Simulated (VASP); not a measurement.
**Ni2H: single point with PBEsol**

Ni2H:

```
CELL_PARAMETERS angstrom
2.51225 0.00000 0.00000
-1.25613 2.17567 0.00000
0.00000 0.00000 4.16061
ATOMIC_POSITIONS crystal
Ni 0.33333 0.66667 0.25909
Ni 0.66667 0.33333 0.74091
H 0.00000 0.00000 0.00000
```

```json
{"Program": "VASP 6.6.1", "Task": "single point", "Functional": "PBEsol", "Potentials or basis": "VASP PAW PBE potentials, release 64 (Ni, H)", "Cutoff": "520 eV", "k mesh": "21 × 21 × 10", "Occupations": "gaussian, width 0.1 eV", "Spin": "no spin polarisation"}
```

* Pressure: 0.1 GPa
* Largest force: 0.012 eV/Å

Forces in eV/Å, atoms in the order of the input:
```
Ni   0.000  0.000  0.012
Ni   0.000  0.000 -0.012
H    0.000  0.000  0.000
```

Stress tensor (GPa, compression positive):
```
0.17 0.00 0.00
0.00 0.17 0.00
0.00 0.00 0.00
```

Levels at points of the mesh, in eV from the Fermi level:
| k point | band 7 | band 8 | band 9 | band 10 | band 11 | band 12 | band 13 | band 14 | band 15 | band 16 |
| --- | --- | --- | --- | --- | --- | --- | --- | --- | --- | --- |
| (0.00, 0.00, 0.00) | -1.63 | -1.63 | -1.17 | -1.17 | -0.30 | -0.30 | 4.80 | 15.36 | 23.13 | 23.13 |
| (0.00, 0.00, 0.50) | -1.89 | -1.89 | -0.57 | -0.57 | -0.53 | -0.53 | 10.96 | 11.86 | 17.33 | 22.24 |

Run time: 2.2 min on 1 thread of Intel(R) Xeon(R) Platinum 8259CL CPU @ 2.50GHz (Skylake/Cascade Lake) (shared host), peak memory 0.27 GiB.

Caveat: the PAW data sets were made with another functional, which shifts forces and pressure a little. Spin polarisation is off, so any magnetic state and its effect on volume and gap are missing.
